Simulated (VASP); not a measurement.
Pd: single point with PBE

Pd, a slab with vacuum:

```
Pd
1.0
     2.79032    0.00000    0.00000
     0.00000    3.94610    0.00000
     0.00000    0.00000   20.18550
Pd
4
Direct
  0.25000 0.25000 0.40031
  0.75000 0.75000 0.46307
  0.25000 0.25000 0.53693
  0.75000 0.75000 0.59969
```

```json
{
 "Program": "VASP 6.6.1",
 "Task": "single point",
 "Functional": "PBE",
 "Potentials or basis": "VASP PAW PBE potentials, release 64 (Pd)",
 "Cutoff": "520 eV",
 "k mesh": "12 × 8 × 1",
 "Occupations": "fermi-dirac, width 0.1 eV",
 "Spin": "no spin polarisation",
 "Dipole correction": "yes",
 "Further INCAR settings": "ALGO = Normal; EDIFF = 1e-06; NBANDS = 28"
}
```

The largest force is 0.017 eV/Å and the band gap on the k mesh is zero (bands 20 and 21 overlap by 0.35 eV).

Forces on the atoms (eV/Å):
```
Pd   0.000  0.000  0.017
Pd   0.000  0.000  0.007
Pd   0.000  0.000 -0.007
Pd   0.000  0.000 -0.017
```

Levels at points of the mesh, in eV from the Fermi level:
```
           k point  band 16  band 17  band 18  band 19  band 20  band 21  band 22  band 23  band 24  band 25
(0.00, 0.00, 0.00)    -1.07    -0.72    -0.50    -0.37    -0.24    -0.23     0.23     1.18     3.85     4.79
(0.50, 0.00, 0.00)    -0.30    -0.18    -0.18     0.07     0.07     2.59     2.59     3.38     3.38     6.22
(0.00, 0.50, 0.00)    -0.69    -0.26    -0.26    -0.21    -0.21     0.00     0.00     0.97     0.97     3.22
(0.50, 0.50, 0.00)    -0.85     0.01     0.01     0.06     0.06     2.67     2.67     5.94     5.94     7.12
```

Wall time 4 min on 1 thread of AMD EPYC 7R13 Processor (Zen 3) (shared host), peak memory 0.38 GiB.
